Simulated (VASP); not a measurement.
Set up this calculation in VASP 6.6.1, as the native input.

* Task: single point
* Functional: PBE
* Dispersion: D3(BJ)
* Potentials or basis: VASP PAW PBE potentials, release 64 (Mo_sv, N)
* Cutoff: 600 eV
* k mesh: 15 × 15 × 6
* Occupations: gaussian, width 0.1 eV
* Spin: no spin polarisation
* Dipole correction: no
* Further INCAR settings: ALGO = Normal; EDIFF = 1e-06; NBANDS = 33

The structure of MoN2 lies in POSCAR:

```
MoN2
1.0
    3.0165801794      0.0000000000      0.0000000000
   -1.5082900897      2.6124350679      0.0000000000
    0.0000000000      0.0000000000      7.0340665506
Mo N
2 4
Direct
    0.3333333333      0.6666666667      0.2500000000
    0.6666666667      0.3333333333      0.7500000000
    0.3333333333      0.6666666667      0.6011147901
    0.6666666667      0.3333333333      0.1011147901
    0.3333333333      0.6666666667      0.8988852099
    0.6666666667      0.3333333333      0.3988852099
```

These files were run (other wordings do the same):

INCAR

```
  ALGO = Normal
  EDIFF = 1E-6
  ENCUT = 600
  GGA = PE
  GGA_COMPAT = False
  ISIF = 2
  ISMEAR = 0
  IVDW = 12
  LASPH = True
  LCHARG = True
  LELF = True
  LREAL = False
  LVHAR = True
  LWAVE = False
  NBANDS = 33
  NELM = 120
  PREC = Accurate
  SIGMA = 0.1
```

KPOINTS

```
k-points
0
Gamma
  15 15 6
```

Potentials or basis: VASP PAW PBE potentials, release 64 (Mo_sv, N).

Launch:

```bash
$ cat potpaw_PBE.64/Mo_sv/POTCAR potpaw_PBE.64/N/POTCAR > POTCAR
$ mpirun -np 1 vasp_std > vasp.out
```

Results of the run:

| Property | Result |
| --- | --- |
| Pressure | 20.7 GPa |
| Largest force | 0.033 eV/Å |
| Band gap on the k mesh | zero (bands 24 and 25 overlap by 1.62 eV) |
| Dispersion energy per atom | -0.348 eV |

Caveat: the cell stands under pressure.

Run time: 2.3 min on 1 thread of Oxide Virtual Turin-like Processor, on a shared host, peak memory 0.28 GiB.
